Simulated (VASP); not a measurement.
# SrOs (Pm-3m) in VASP: notebook

SrOs is run at these levels: r2SCAN; tasks: single point.

Program: VASP 6.6.1. These are calculated values, not measurements. Logs are shortened: lines on timing, memory, paths and dates and some standing lists are left out, and cuts for length are marked.

**1. The cell of the first run**

The structure is cubic, space group Pm-3m (No. 221). The conventional cell has a = 3.536 Å, b = 3.536 Å, c = 3.536 Å, α = 90.00°, β = 90.00°, γ = 90.00°. Sr (site symmetry m-3m) has 8 Os at 3.06 Å and 6 Sr at 3.54 Å within 4.0 Å. Os (site symmetry m-3m) has 8 Sr at 3.06 Å and 6 Os at 3.54 Å within 4.0 Å.

**2. Single point, r2SCAN (volume scaled by 0.960)**

POSCAR

```
SrOs
1.0
    3.5363369622      0.0000000000      0.0000000000
    0.0000000000      3.5363369622      0.0000000000
    0.0000000000      0.0000000000      3.5363369622
Sr Os
1 1
Direct
    0.0000000000      0.0000000000      0.0000000000
    0.5000000000      0.5000000000      0.5000000000
```

INCAR.step1

```
SYSTEM = SrOs
PREC = Accurate
ENCUT = 520
ISMEAR = 0
SIGMA = 0.05
LREAL = .False.
LASPH = .True.
NELM = 100
NBANDS = 16
GGA = PE
ALGO = Normal
EDIFF = 1E-4
LWAVE = .True.
LCHARG = .False.
```

INCAR.step2

```
SYSTEM = SrOs
PREC = Accurate
ENCUT = 520
EDIFF = 1E-6
ISMEAR = 0
SIGMA = 0.05
LREAL = .False.
LASPH = .True.
NELM = 100
ALGO = Normal
ISIF = 2
LWAVE = .False.
LCHARG = .True.
METAGGA = R2SCAN
LMIXTAU = .True.
LELF = .True.
LVHAR = .True.
NBANDS = 16
ISTART = 1
```

KPOINTS

```
regular mesh
0
Gamma
  10 10 10
  0 0 0
```

Potentials or basis: VASP PAW PBE potentials, release 64 (Sr_sv, Os).

On the command line:

```bash
> cat potpaw_PBE.64/Sr_sv/POTCAR potpaw_PBE.64/Os/POTCAR > POTCAR
> cp INCAR.step1 INCAR
> mpirun -np 1 vasp_std > vasp.out
> cp INCAR.step2 INCAR
> mpirun -np 1 vasp_std > vasp.out
```

OUTCAR:

```text
SYSTEM = SrOs
   PREC = Accurate
   ENCUT = 520
   EDIFF = 1E-6
   ISMEAR = 0
   LREAL = .False.
   LASPH = .True.
   NELM = 100
   ISIF = 2
   METAGGA = R2SCAN
   ISTART = 1

 ion  position               nearest neighbor table
   1  0.000  0.000  0.000-   2 3.06   2 3.06   2 3.06   2 3.06   2 3.06   2 3.06   2 3.06   2 3.06

   2  0.500  0.500  0.500-   1 3.06   1 3.06   1 3.06   1 3.06   1 3.06   1 3.06   1 3.06   1 3.06

  LATTYP: Found a simple cubic cell.
 ALAT       =     3.5363369622

  Lattice vectors:

 A1 = (   3.5363369622,   0.0000000000,   0.0000000000)
 A2 = (   0.0000000000,   3.5363369622,   0.0000000000)
 A3 = (   0.0000000000,   0.0000000000,   3.5363369622)

Analysis of symmetry for initial positions (statically):
=====================================================================
 Subroutine PRICEL returns:
 Original cell was already a primitive cell.

 Routine SETGRP: Setting up the symmetry group for a
 simple cubic supercell.

 Subroutine GETGRP returns: Found 48 space group operations
 (whereof 48 operations were pure point group operations)
 out of a pool of 48 trial point group operations.

The static configuration has the point symmetry O_h .

Analysis of symmetry for dynamics (positions and initial velocities):
=====================================================================
 Subroutine PRICEL returns:
 Original cell was already a primitive cell.

 Routine SETGRP: Setting up the symmetry group for a
 simple cubic supercell.

 Subroutine GETGRP returns: Found 48 space group operations
 (whereof 48 operations were pure point group operations)
 out of a pool of 48 trial point group operations.

The dynamic configuration has the point symmetry O_h .

 Subroutine INISYM returns: Found 48 space group operations
 (whereof 48 operations are pure point group operations),
 and found     1 'primitive' translations

----------------------------------------------------------------------------------------

                                     Primitive cell

  volume of cell :      44.2243

  direct lattice vectors                    reciprocal lattice vectors
     3.536336962  0.000000000  0.000000000     0.282778483  0.000000000  0.000000000
     0.000000000  3.536336962  0.000000000     0.000000000  0.282778483  0.000000000
     0.000000000  0.000000000  3.536336962     0.000000000  0.000000000  0.282778483

  length of vectors
     3.536336962  3.536336962  3.536336962     0.282778483  0.282778483  0.282778483

[... 81 lines left out ...]
   LREAL  =      F    real-space projection
   EDIFFG = 0.1E-04   stopping-criterion for IOM
   NSW    =      0    number of steps for IOM
   IBRION =     -1    ionic relax: 0-MD 1-quasi-New 2-CG
   NFREE  =      0    steps in history (QN), initial steepest desc. (CG)
   ISIF   =      2    stress and relaxation
   ISYM   =      2    0-nonsym 1-usesym 2-fastsym
   POTIM  = 0.5000    time-step for ionic-motion
   TEBEG  =    0.0;   TEEND  =   0.0 temperature during run
   PSTRESS=    0.0 pullay stress
   NELECT =      18.0000    total number of electrons
   NUPDOWN=      -1.0000    fix difference up-down
   EMIN   =  10.00;   EMAX   =-10.00  energy-range for DOS
   EFERMI =   0.00;   METHOD = LEGACY
   ISMEAR =     0;   SIGMA  =   0.05  broadening in eV -4-tet -1-fermi 0-gaus
   EFERMI_NEDOS =   21; number of points for ismear=-14 and -15
   IALGO  =     38    algorithm
   IMIX   =      4    mixing-type and parameters
     AMIX     =   0.40;   BMIX     =  1.00
     AMIX_MAG =   1.60;   BMIX_MAG =  1.00
  volume/ion in A,a.u.               =      22.11       149.22
  Fermi-wavevector in a.u.,A,eV,Ry     =   1.213236  2.292684 20.026988  1.471942
  Thomas-Fermi vector in A             =   2.348695
   LORBIT       =      0    0 simple, 1 ext, 2 COOP (PROOUT), +10 PAW based schemes
   METAGGA = R2SCAN    functional components
   LHFCALC =     F    Hartree Fock is set to
   AEXX    =    0.0000 exact exchange contribution
   IVDW    =     0    specifies the selected vdW correction
   LEPSILON=     F    determine dielectric tensor
   LRPA    =     F    only Hartree local field effects (RPA)
 non-spin polarized calculation
 Gauss-broadening in eV      SIGMA  =   0.05
  energy-cutoff  :      520.00
  volume of cell :       44.22
 maximum number of plane-waves:      1215
 NGX is ok and might be reduce to    28
   NGX = 13   NGY = 13   NGZ = 13

 number of electron      17.9999999 magnetization

 Free energy of the ion-electron system (eV)
  ---------------------------------------------------
  ext. energy  EPLUGINS =         0.00000000
  ---------------------------------------------------
  free energy    TOTEN  =       -65.33362577 eV

  energy without entropy =      -65.33099311  energy(sigma->0) =      -65.33230944

 E-fermi :   3.9123     XC(G=0): -11.7335

 val. band max:        3.8835847262   @ k =   0.5000   0.4000   0.4000
 cond. band min:       3.9190109878   @ k =   0.3000   0.1000   0.1000
 fundamental gap:      0.0354262616
 Fermi energy:         3.9123476282

 k-point     1 :       0.0000    0.0000    0.0000
  band No.  band energies     occupation
      1     -30.9359      2.00000
      2     -12.1961      2.00000
      3     -12.1961      2.00000
      4     -12.1961      2.00000
      5      -1.3805      2.00000
      6       1.3950      2.00000
[... 433 lines left out ...]
      3     -12.2382      2.00000
      4     -12.2342      2.00000
      5       0.4935      2.00000
      6       2.0579      2.00000
[... 8 lines left out ...]
     15      12.3142      0.00000
     16      13.6980      0.00000

 [... further k-points ...]

------------------------ aborting loop because EDIFF is reached ----------------------------------------

  FORCE on cell =-STRESS in cart. coord.  units (eV):
  Direction    XX          YY          ZZ          XY          YZ          ZX
  --------------------------------------------------------------------------------------
  -------------------------------------------------------------------------------------
  Total        0.9762296      0.9762296      0.9762296      0.0000000      0.0000000     -0.0000000
  in kB       35.3672774     35.3672774     35.3672774      0.0000000      0.0000000     -0.0000000
  external PRESSURE =      35.3672774 kB  Pullay stress =       0.0000000 kB

 VOLUME and BASIS-vectors are now :
 -----------------------------------------------------------------------------
  energy-cutoff  :      520.00
  volume of cell :       44.22
      direct lattice vectors                 reciprocal lattice vectors
     3.536336962  0.000000000  0.000000000     0.282778483  0.000000000  0.000000000
     0.000000000  3.536336962  0.000000000     0.000000000  0.282778483  0.000000000
     0.000000000  0.000000000  3.536336962     0.000000000  0.000000000  0.282778483

 POSITION                                       TOTAL-FORCE (eV/Angst)
 -----------------------------------------------------------------------------------
      0.00000      0.00000      0.00000         0.000000      0.000000      0.000000
      1.76817      1.76817      1.76817         0.000000      0.000000      0.000000
 -----------------------------------------------------------------------------------
    total drift:                                0.000000      0.000000      0.000000

  FREE ENERGIE OF THE ION-ELECTRON SYSTEM (eV)
  ---------------------------------------------------
  free  energy   TOTEN  =       -65.3336257713 eV

  energy  without entropy=      -65.3309931106  energy(sigma->0) =      -65.33230944
```

OUTCAR.step1:

```text
SYSTEM = SrOs
   PREC = Accurate
   ENCUT = 520
   ISMEAR = 0
   LREAL = .False.
   LASPH = .True.
[... 679 lines left out ...]
      0.00000      0.00000      0.00000         0.000000      0.000000      0.000000
      1.76817      1.76817      1.76817         0.000000      0.000000      0.000000
 -----------------------------------------------------------------------------------
    total drift:                                0.000000      0.000000      0.000000

  FREE ENERGIE OF THE ION-ELECTRON SYSTEM (eV)
  ---------------------------------------------------
  free  energy   TOTEN  =       -10.1578519397 eV

  energy  without entropy=      -10.1539138041  energy(sigma->0) =      -10.15588287
```

It took 3.2 min on 1 thread of AMD EPYC 7R43 (Zen 3), shared host; peak memory 0.16 GiB.

Results:

```yaml
Free_energy: -65.3336 eV
Pressure: 3.5 GPa
Band_gap_on_the_k_mesh: zero (band 9 reaches 5.30 eV, above the bottom of band 10 at 3.33 eV)
```

Caveat: the PAW data sets were made with another functional, which shifts forces and pressure a little; spin-orbit coupling is left out, which moves the levels of the heavy elements.

**3. Single point, r2SCAN (volume scaled by 0.980)**

POSCAR

```
SrOs
1.0
    3.5607262637      0.0000000000      0.0000000000
    0.0000000000      3.5607262637      0.0000000000
    0.0000000000      0.0000000000      3.5607262637
Sr Os
1 1
Direct
    0.0000000000      0.0000000000      0.0000000000
    0.5000000000      0.5000000000      0.5000000000
```

INCAR.step1

```
PREC = Accurate
ENCUT = 520
ISMEAR = 0
SIGMA = 0.05
LREAL = False
LASPH = True
NELM = 60
NBANDS = 16
GGA = PE
ALGO = Normal
EDIFF = 1E-4
LWAVE = True
LCHARG = False
```

INCAR.step2

```
PREC = Accurate
ENCUT = 520
EDIFF = 1E-7
ISMEAR = 0
SIGMA = 0.05
LREAL = False
LASPH = True
NELM = 60
ALGO = Normal
ISIF = 2
LWAVE = False
LCHARG = False
METAGGA = R2SCAN
LMIXTAU = True
NBANDS = 16
ISTART = 1
```

KPOINTS

```
regular mesh
0
Gamma
  10 10 10
```

Potentials or basis: VASP PAW PBE potentials, release 64 (Sr_sv, Os).

On the command line:

```bash
> cat potpaw_PBE.64/Sr_sv/POTCAR potpaw_PBE.64/Os/POTCAR > POTCAR
> cp INCAR.step1 INCAR
> mpirun -np 1 vasp_std > vasp.out
> cp INCAR.step2 INCAR
> mpirun -np 1 vasp_std > vasp.out
```

It took 3.5 min on 1 thread of AMD EPYC 7R43 (Zen 3), shared host; peak memory 0.16 GiB.

It converged, with:

| Property | Result |
| --- | --- |
| Free energy | -65.3493 eV |
| Pressure | 1.9 GPa |
| Band gap on the k mesh | zero (band 9 reaches 5.13 eV, above the bottom of band 10 at 3.20 eV) |

Levels at points of the mesh, in eV from the Fermi level:
| k point | band 7 | band 8 | band 9 | band 10 | band 11 | band 12 |
| --- | --- | --- | --- | --- | --- | --- |
| (0.00, 0.00, 0.00) | -2.43 | -0.06 | -0.06 | -0.06 | 5.47 | 5.47 |
| (0.50, 0.00, 0.00) | -0.56 | -0.28 | -0.28 | 0.25 | 1.65 | 3.37 |
| (0.50, 0.50, 0.00) | -1.09 | -1.09 | 1.32 | 1.62 | 3.13 | 3.13 |
| (0.50, 0.50, 0.50) | -0.85 | 0.75 | 0.75 | 0.75 | 1.38 | 1.38 |

Caveat: the PAW data sets were made with another functional, which shifts forces and pressure a little; spin-orbit coupling is left out, which moves the levels of the heavy elements.
